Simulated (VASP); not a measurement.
# Ni3Ge (Pm-3m) in VASP: further runs

Ni3Ge is run at these levels: LDA; tasks: single point.

Program: VASP 6.6.1. These are calculated values, not measurements. Logs are shortened: lines on timing, memory, paths and dates and some standing lists are left out, and cuts for length are marked.

### Step 1. The cell of the first run

It takes space group Pm-3m (No. 221, cubic). The conventional cell has a = 3.417 Å, b = 3.417 Å, c = 3.417 Å, α = 90.00°, β = 90.00°, γ = 90.00°. Ni (site symmetry 4/mmm) has 8 Ni at 2.42 Å and 4 Ge at 2.42 Å within 3.2 Å. Ge (site symmetry m-3m) has 12 Ni at 2.42 Å within 3.2 Å.

### Step 2. Single point, LDA, collinear spin, ferromagnetic start (9.98 Å³/atom)

The input, INCAR:

```
PREC = Accurate
ENCUT = 520
EDIFF = 1E-6
ISMEAR = 0
SIGMA = 0.15
LREAL = F
LASPH = T
NELM = 150
ALGO = Normal
ISIF = 2
LWAVE = F
LCHARG = F
ISPIN = 2
MAGMOM = 0.875 0.875 0.875 0
LORBIT = 11
NUPDOWN = 2.625
LMAXMIX = 4
GGA = CA
NBANDS = 34
```

The input, KPOINTS:

```
Automatic mesh
0
Gamma
  12 12 12
```

The input, POSCAR:

```
Ni3Ge
1.0
    3.4174420872      0.0000000000      0.0000000000
    0.0000000000      3.4174420872      0.0000000000
    0.0000000000      0.0000000000      3.4174420872
Ni Ge
3 1
Direct
    0.5000000000      0.0000000000      0.5000000000
    0.0000000000      0.5000000000      0.5000000000
    0.5000000000      0.5000000000      0.0000000000
    0.0000000000      0.0000000000      0.0000000000
```

Potentials or basis: VASP PAW LDA potentials, release 64 (Ni, Ge_d).

Launch:

```bash
> cat potpaw_LDA.64/Ni/POTCAR potpaw_LDA.64/Ge_d/POTCAR > POTCAR
> mpirun -np 1 vasp_std > vasp.out
```

OUTCAR:

```text
PREC = Accurate
   ENCUT = 520
   EDIFF = 1E-6
   ISMEAR = 0
   LREAL = F
   LASPH = T
   NELM = 150
   ISIF = 2
   ISPIN = 2
   LORBIT = 11
   NUPDOWN = 2.625
   GGA = CA

 ion  position               nearest neighbor table
   1  0.500  0.000  0.500-   2 2.42   3 2.42   4 2.42   3 2.42   4 2.42   2 2.42   3 2.42   3 2.42
                             2 2.42   4 2.42   4 2.42   2 2.42
   2  0.000  0.500  0.500-   1 2.42   3 2.42   4 2.42   3 2.42   4 2.42   1 2.42   4 2.42   4 2.42
                             1 2.42   3 2.42   3 2.42   1 2.42
   3  0.500  0.500  0.000-   1 2.42   2 2.42   4 2.42   1 2.42   2 2.42   1 2.42   4 2.42   1 2.42
                             2 2.42   4 2.42   2 2.42   4 2.42
   4  0.000  0.000  0.000-   1 2.42   2 2.42   3 2.42   1 2.42   2 2.42   2 2.42   3 2.42   2 2.42
                             1 2.42   3 2.42   1 2.42   3 2.42

  LATTYP: Found a simple cubic cell.
 ALAT       =     3.4174420872

  Lattice vectors:

 A1 = (   3.4174420872,   0.0000000000,   0.0000000000)
 A2 = (   0.0000000000,   3.4174420872,   0.0000000000)
 A3 = (   0.0000000000,   0.0000000000,   3.4174420872)

Analysis of symmetry for initial positions (statically):
=====================================================================
 Subroutine PRICEL returns:
 Original cell was already a primitive cell.

 Routine SETGRP: Setting up the symmetry group for a
 simple cubic supercell.

 Subroutine GETGRP returns: Found 48 space group operations
 (whereof 48 operations were pure point group operations)
 out of a pool of 48 trial point group operations.

The static configuration has the point symmetry O_h .

Analysis of symmetry for dynamics (positions and initial velocities):
=====================================================================
 Subroutine PRICEL returns:
 Original cell was already a primitive cell.

 Routine SETGRP: Setting up the symmetry group for a
 simple cubic supercell.

 Subroutine GETGRP returns: Found 48 space group operations
 (whereof 48 operations were pure point group operations)
 out of a pool of 48 trial point group operations.

The dynamic configuration has the point symmetry O_h .

Analysis of structural, dynamic, and magnetic symmetry:
=====================================================================
 Subroutine PRICEL returns:
 Original cell was already a primitive cell.

 Routine SETGRP: Setting up the symmetry group for a
 simple cubic supercell.

 Subroutine GETGRP returns: Found 48 space group operations
 (whereof 48 operations were pure point group operations)
 out of a pool of 48 trial point group operations.

The overall configuration has the point symmetry O_h .

 Subroutine INISYM returns: Found 48 space group operations
 (whereof 48 operations are pure point group operations),
 and found     1 'primitive' translations

----------------------------------------------------------------------------------------

                                     Primitive cell

  volume of cell :      39.9120

  direct lattice vectors                    reciprocal lattice vectors
     3.417442087  0.000000000  0.000000000     0.292616517  0.000000000  0.000000000
     0.000000000  3.417442087  0.000000000     0.000000000  0.292616517  0.000000000
     0.000000000  0.000000000  3.417442087     0.000000000  0.000000000  0.292616517

  length of vectors
     3.417442087  3.417442087  3.417442087     0.292616517  0.292616517  0.292616517

  position of ions in fractional coordinates (direct lattice)
     0.500000000  0.000000000  0.500000000
     0.000000000  0.500000000  0.500000000
     0.500000000  0.500000000  0.000000000
     0.000000000  0.000000000  0.000000000

  ion indices of the primitive-cell ions
   primitive index   ion index
                 1           1
                 2           2
                 3           3
                 4           4

----------------------------------------------------------------------------------------

 KPOINTS: Automatic mesh

Automatic generation of k-mesh.
 Grid dimensions read from file:
 generate k-points for:   12   12   12

 Generating k-lattice:

  Cartesian coordinates                     Fractional coordinates (reciprocal lattice)
     0.024384710  0.000000000  0.000000000     0.083333333  0.000000000  0.000000000
     0.000000000  0.024384710  0.000000000     0.000000000  0.083333333  0.000000000
     0.000000000  0.000000000  0.024384710     0.000000000  0.000000000  0.083333333

  Length of vectors
     0.024384710  0.024384710  0.024384710

  Shift w.r.t. Gamma in fractional coordinates (k-lattice)
     0.000000000  0.000000000  0.000000000

 Subroutine IBZKPT returns following result:
 ===========================================

 Found     84 irreducible k-points:

 Following reciprocal coordinates:
            Coordinates               Weight
  0.000000  0.000000  0.000000      1.000000
  0.083333  0.000000  0.000000      6.000000
  0.166667  0.000000  0.000000      6.000000
  0.250000  0.000000  0.000000      6.000000
  0.333333  0.000000  0.000000      6.000000
  0.416667  0.000000  0.000000      6.000000
[... 16 lines left out ...]
  0.333333  0.333333  0.000000     12.000000
  0.416667  0.333333  0.000000     24.000000
 [... further k-points ...]
   k-points           NKPTS =     84   k-points in BZ     NKDIM =     84   number of bands    NBANDS=     34
   number of dos      NEDOS =    301   number of ions     NIONS =      4
   total plane-waves  NPLWV =  21952
   dimension x,y,z NGX =    28 NGY =   28 NGZ =   28
   dimension x,y,z NGXF=    56 NGYF=   56 NGZF=   56
   ions per type =               3   1
   NGX,Y,Z   is equivalent  to a cutoff of  13.62, 13.62, 13.62 a.u.
   NGXF,Y,Z  is equivalent  to a cutoff of  27.24, 27.24, 27.24 a.u.
 SYSTEM =  unknown system
   PREC   = accura    normal or accurate (medium, high low for compatibility)
   ISTART =      0    job   : 0-new  1-cont  2-samecut
   ICHARG =      2    charge: 1-file 2-atom 10-const
   ISPIN  =      2    spin polarized calculation?
   LNONCOLLINEAR =      F non collinear calculations
   LSORBIT =      F    spin-orbit coupling
   LASPH  =      T    aspherical Exc in radial PAW
   ENCUT  =  520.0 eV  38.22 Ry    6.18 a.u.   6.35  6.35  6.35*2*pi/ulx,y,z
   NELM   =    150;   NELMIN=  2; NELMDL= -5     # of ELM steps
   EDIFF  = 0.1E-05   stopping-criterion for ELM
   LREAL  =      F    real-space projection
   EDIFFG = 0.1E-04   stopping-criterion for IOM
   NSW    =      0    number of steps for IOM
   IBRION =     -1    ionic relax: 0-MD 1-quasi-New 2-CG
   NFREE  =      0    steps in history (QN), initial steepest desc. (CG)
   ISIF   =      2    stress and relaxation
   ISYM   =      2    0-nonsym 1-usesym 2-fastsym
   POTIM  = 0.5000    time-step for ionic-motion
   TEBEG  =    0.0;   TEEND  =   0.0 temperature during run
   PSTRESS=    0.0 pullay stress
   NELECT =      44.0000    total number of electrons
   NUPDOWN=       2.6250    fix difference up-down
   EMIN   =  10.00;   EMAX   =-10.00  energy-range for DOS
   EFERMI =   0.00;   METHOD = LEGACY
   ISMEAR =     0;   SIGMA  =   0.15  broadening in eV -4-tet -1-fermi 0-gaus
   EFERMI_NEDOS =   21; number of points for ismear=-14 and -15
   IALGO  =     38    algorithm
   IMIX   =      4    mixing-type and parameters
     AMIX     =   0.40;   BMIX     =  1.00
     AMIX_MAG =   1.60;   BMIX_MAG =  1.00
  volume/ion in A,a.u.               =       9.98        67.33
  Fermi-wavevector in a.u.,A,eV,Ry     =   1.691185  3.195877 38.914134  2.860108
  Thomas-Fermi vector in A             =   2.772998
   LORBIT       =     11    0 simple, 1 ext, 2 COOP (PROOUT), +10 PAW based schemes
   GGA     = CA    functional components
   LHFCALC =     F    Hartree Fock is set to
   AEXX    =    0.0000 exact exchange contribution
   IVDW    =     0    specifies the selected vdW correction
   LEPSILON=     F    determine dielectric tensor
   LRPA    =     F    only Hartree local field effects (RPA)
 spin polarized calculation
 Gauss-broadening in eV      SIGMA  =   0.15
  energy-cutoff  :      520.00
  volume of cell :       39.91
 maximum number of plane-waves:      1108
 NGX is ok and might be reduce to    28
   NGX = 13   NGY = 13   NGZ = 13

 number of electron      44.0000016 magnetization       2.6249999

 Free energy of the ion-electron system (eV)
  ---------------------------------------------------
  ext. energy  EPLUGINS =         0.00000000
  ---------------------------------------------------
  free energy    TOTEN  =       -25.09735089 eV

  energy without entropy =      -25.06107951  energy(sigma->0) =      -25.07921520

 E-fermi :  11.0702     XC(G=0): -14.4263

 val. band max:       12.8584051848   @ k =   0.3333   0.1667   0.1667
 cond. band min:      11.0737424244   @ k =   0.4167   0.4167   0.3333
 fundamental gap:     -1.7846627604
 Fermi energy:        12.9019268849

 spin component 1

 k-point     1 :       0.0000    0.0000    0.0000
  band No.  band energies     occupation
      1     -12.9023      1.00000
      2     -12.9023      1.00000
      3     -12.8818      1.00000
      4     -12.8818      1.00000
      5     -12.8818      1.00000
      6      -1.7538      1.00000
[... 26 lines left out ...]
     33      25.7775      0.00000
     34      28.8873      0.00000
[... 820 lines left out ...]
      4     -12.8798      1.00000
      5     -12.8493      1.00000
      6       1.0951      1.00000
[... 26 lines left out ...]
     33      26.0559      0.00000
     34      27.8284      0.00000

 [... further k-points ...]

 spin component 2

 k-point     1 :       0.0000    0.0000    0.0000
  band No.  band energies     occupation
      1     -12.8680      1.00000
      2     -12.8680      1.00000
      3     -12.8468      1.00000
      4     -12.8468      1.00000
      5     -12.8468      1.00000
      6      -1.5758      1.00000
[... 26 lines left out ...]
     33      25.9982      0.00000
     34      29.2248      0.00000
[... 820 lines left out ...]
      4     -12.8449      1.00000
      5     -12.8158      1.00000
      6       1.2814      1.00000
[... 26 lines left out ...]
     33      26.3132      0.00000
     34      28.0750      0.00000

 [... further k-points ...]
[... 5 lines left out ...]
  --------------------------------------------------------------------------------------
  -------------------------------------------------------------------------------------
  Total        6.3853595      6.3853595      6.3853595     -0.0000000      0.0000000      0.0000000
  in kB      256.3258714    256.3258714    256.3258714     -0.0000000      0.0000000      0.0000000
  external PRESSURE =     256.3258714 kB  Pullay stress =       0.0000000 kB

 VOLUME and BASIS-vectors are now :
 -----------------------------------------------------------------------------
  energy-cutoff  :      520.00
  volume of cell :       39.91
      direct lattice vectors                 reciprocal lattice vectors
     3.417442087  0.000000000  0.000000000     0.292616517  0.000000000  0.000000000
     0.000000000  3.417442087  0.000000000     0.000000000  0.292616517  0.000000000
     0.000000000  0.000000000  3.417442087     0.000000000  0.000000000  0.292616517

 POSITION                                       TOTAL-FORCE (eV/Angst)
 -----------------------------------------------------------------------------------
      1.70872      0.00000      1.70872         0.000000      0.000000      0.000000
      0.00000      1.70872      1.70872         0.000000      0.000000      0.000000
      1.70872      1.70872      0.00000         0.000000      0.000000      0.000000
      0.00000      0.00000      0.00000         0.000000      0.000000      0.000000
 -----------------------------------------------------------------------------------
    total drift:                                0.000000      0.000000      0.000000

  FREE ENERGIE OF THE ION-ELECTRON SYSTEM (eV)
  ---------------------------------------------------
  free  energy   TOTEN  =       -25.0973508900 eV

  energy  without entropy=      -25.0610795104  energy(sigma->0) =      -25.07921520

 total charge

# of ion       s       p       d       tot
------------------------------------------
    1        0.530   0.672   8.447   9.649
    2        0.530   0.672   8.447   9.649
    3        0.530   0.672   8.447   9.649
    4        1.095   1.423  10.187  12.705
--------------------------------------------------
tot          2.684   3.439  35.529  41.651

 magnetization (x)

# of ion       s       p       d       tot
------------------------------------------
    1        0.010   0.040   0.749   0.800
    2        0.010   0.040   0.749   0.800
    3        0.010   0.040   0.749   0.800
    4        0.025   0.113   0.006   0.144
--------------------------------------------------
tot          0.056   0.234   2.252   2.543
```

Wall time 5.8 min (1 thread of Intel Xeon Platinum 8259CL at 2.50GHz (Skylake/Cascade Lake), shared host); peak memory 0.27 GiB.

What came out:

```
Free energy                                           : -25.0974 eV
Pressure                                              : 25.6 GPa
Net moment                                            : 2.62 μB per cell
Site moments                                          : Ni +0.80; Ge +0.14 μB
Valence electrons inside the program's atomic spheres : Ni 9.65; Ge 12.71
```

Caveat: the cell stands under pressure; the total moment is fixed, so each spin has its own Fermi level and the state may be an excited one.

### Step 3. Single point, LDA, collinear spin (9.98 Å³/atom)

The input, INCAR:

```
ALGO = Fast
EDIFF = 1E-6
ENCUT = 520
ISIF = 2
ISMEAR = 0
ISPIN = 2
LASPH = T
LCHARG = F
LMAXMIX = 4
LORBIT = 11
LREAL = F
LWAVE = F
MAGMOM = 0.125 0.125 0.125 0
NBANDS = 34
NELM = 150
NUPDOWN = 0.375
PREC = Accurate
SIGMA = 0.15
```

The input, KPOINTS:

```
k-points
0
Gamma
  12 12 12
```

POSCAR is that of step 2.

Potentials or basis: VASP PAW LDA potentials, release 64 (Ni, Ge_d).

Launch:

```bash
> cat potpaw_LDA.64/Ni/POTCAR potpaw_LDA.64/Ge_d/POTCAR > POTCAR
> mpirun -np 1 vasp_std > vasp.out
```

It took 5.1 min on 1 thread of Intel Xeon Platinum 8259CL at 2.50GHz (Skylake/Cascade Lake), shared host; peak memory 0.26 GiB.

It converged, with:

```
Free energy                                           : -26.2378 eV
Pressure                                              : 17.9 GPa
Net moment                                            : 0.38 μB per cell
Site moments                                          : Ni +0.12; Ge -0.00 μB
Valence electrons inside the program's atomic spheres : Ni 9.68; Ge 12.66
```

Caveat: the cell stands under pressure; the total moment is fixed, so each spin has its own Fermi level and the state may be an excited one.

(Continued in part 2 of 2.)
